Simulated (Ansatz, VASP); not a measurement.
# Os: VASP beside Ansatz

```
Os
1.0
     0.00000    1.92874    1.92874
     1.92874    0.00000    1.92874
     1.92874    1.92874    0.00000
Os
1
Cartesian
  0.0000 0.0000 0.0000
```

Alike in both runs: functional PBE; k mesh 18 × 18 × 18; occupations fermi-dirac, width 0.05 eV; non-collinear spin, spin-orbit coupling.

Ansatz relaxed the structure, and its values are those at the end. VASP's run is a single point on that final structure, the one shown.

|  | VASP | Ansatz |
| --- | --- | --- |
| version | VASP 6.6.1 | Ansatz 0.2.0 |
| potentials or method | VASP PAW PBE potentials, release 64 (Os) | PAW with Ansatz's default frozen-core files, fully relativistic files with spin-orbit coupling |
| plane-wave cutoff (eV) | 520 | 420 |
| valence electrons in the cell | 8 | 16 |

Ansatz gave:

- pressure (GPa): 0.0
- net moment per atom (μB): 0.00

Problem. Which values does VASP return?

Solution. Pressure (GPa): -0.1; net moment per atom (μB): 0.00.

VASP's potentials hold 8 valence electrons a cell and Ansatz's 16, so a difference there can come from the potentials and not from the codes.
